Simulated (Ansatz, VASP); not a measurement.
**Two plane-wave programs on Pt**

Contents of INCAR:

```
SYSTEM = Pt
PREC = Accurate ; ENCUT = 520
EDIFF = 1E-6 ; ISMEAR = 0
SIGMA = 0.15 ; LREAL = .False.
LASPH = .True. ; NELM = 80
ALGO = Fast ; ISIF = 2
LWAVE = .False. ; LCHARG = .False.
GGA = PS ; NBANDS = 11
```

Contents of KPOINTS:

```
regular mesh
0
Gamma
  20 20 20
  0 0 0
```

Contents of POSCAR:

```
Pt
1.0
   -1.7945086294      1.4434091149      1.6774754579
    1.3263759434     -1.6774754579      1.4434091149
    1.7945086294      1.6774754579     -1.9115418008
Pt
1
Direct
    0.0000000000      0.0000000000      0.0000000000
```

Input for Ansatz:

```yaml
crystal:
  lattice:
    - [-1.7945086294, 1.4434091149, 1.6774754579]
    - [1.3263759434, -1.6774754579, 1.4434091149]
    - [1.7945086294, 1.6774754579, -1.9115418008]
  atoms:
    - { symbol: Pt, position: [0.0, 0.0, 0.0] }
basis:
  ecutwfc: 420
kpoints:
  mp_grid: { grid: [20, 20, 20] }
hamiltonian:
  xc: pbesol
  pseudopotentials: { kind: paw, azcp: { folder: soft_1 } }
scf:
  occupations: { method: gaussian, width: 0.15 }
output:
  forces: true
  stress: true
  eigenvalues: true
```

Change from the starting cell: engineering shear strain xz -0.3000, engineering shear strain yz -0.1500.

Alike in both runs: task single point; functional PBEsol; k mesh 20 × 20 × 20; occupations gaussian, width 0.15 eV; no spin polarisation.

|  | VASP | Ansatz |
| --- | --- | --- |
| version | VASP 6.6.1 | Ansatz 0.2.0 |
| potentials or method | VASP PAW PBE potentials, release 64 (Pt), cutoff 520 eV | scalar-relativistic, plane waves, PAW |
| valence electrons in the cell | 10 | 18 |

|  | VASP | Ansatz | Ansatz less VASP |
| --- | --- | --- | --- |
| gap on the k mesh at the Fermi level (eV) | none | none | - |
| pressure (GPa) | 44.7 | 45.4 | +0.75 |
| traceless stress, the component that is largest in VASP (GPa) | 48.03 | 48.47 | +0.438 |

VASP's potentials were made for PBE, not for PBEsol, and Ansatz warns of the same on its side. A gap of «none» marks a metal or a gap that the smearing closes. Both programs put the cell under a high pressure, so it lies far from rest at this level. With one functional, cell and mesh, what is left measures potentials, basis and numerics. VASP's potentials hold 10 valence electrons a cell and Ansatz's 18, so a difference there can come from the potentials and not from the codes.

Neither program's run includes spin-orbit coupling.
